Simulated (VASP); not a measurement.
Here is a VASP 6.6.1 calculation.

The input POSCAR:

```
ZnS
1.0
    0.0000000000      2.7198945612      2.7198945612
    2.7198945612      0.0000000000      2.7198945612
    2.7198945612      2.7198945612      0.0000000000
Zn S
1 1
Direct
    0.7500000000      0.7500000000      0.7500000000
    0.0000000000      0.0000000000      0.0000000000
```

Contents of INCAR.step1:

```
PREC     = Accurate       # precision mode
ENCUT    = 520            # plane-wave cutoff, eV
EDIFF    = 1E-5           # SCF threshold, eV
ISMEAR   = -1             # smearing method
SIGMA    = 0.05           # smearing width, eV
LREAL    = F              # projectors in reciprocal space
LASPH    = T              # aspherical terms in the spheres
NELM     = 100            # most SCF steps
ALGO     = Normal         # electronic algorithm
ISIF     = 2              # what is computed and relaxed
LWAVE    = T              # write WAVECAR
NBANDS   = 16             # bands
GGA      = PE             # functional
```

File INCAR.step2:

```
PREC     = Accurate       # precision mode
ENCUT    = 520            # plane-wave cutoff, eV
EDIFF    = 1E-7           # SCF threshold, eV
ISMEAR   = -1             # smearing method
SIGMA    = 0.05           # smearing width, eV
LREAL    = F              # projectors in reciprocal space
LASPH    = T              # aspherical terms in the spheres
NELM     = 100            # most SCF steps
ALGO     = Normal         # electronic algorithm
ISIF     = 2              # what is computed and relaxed
LWAVE    = F              # write WAVECAR
LCHARG   = T              # write CHGCAR
GGA      = PS             # functional
LHFCALC  = T              # exact exchange
AEXX     = 0.25           # exact-exchange fraction
PRECFOCK = Normal       
LELF     = T              # ELF
LVHAR    = T            
NBANDS   = 16             # bands
ISTART   = 1
```

File KPOINTS:

```
Automatic mesh
0
Gamma
  5 5 5
```

Potentials or basis: VASP PAW PBE potentials, release 64 (Zn, S).

Command:

```bash
$ cat potpaw_PBE.64/Zn/POTCAR potpaw_PBE.64/S/POTCAR > POTCAR
$ cp INCAR.step1 INCAR
$ mpirun -np 1 vasp_std > vasp.out
$ cp INCAR.step2 INCAR
$ mpirun -np 1 vasp_std > vasp.out
```

Problem. What does it give for the band gap on the k mesh?

Solution. 3.80 eV.

Problem. Predict the pressure.

Solution. -3.3 GPa.

Caveat: the cell stands under tension; the PAW data sets were made with another functional, which shifts forces and pressure a little.
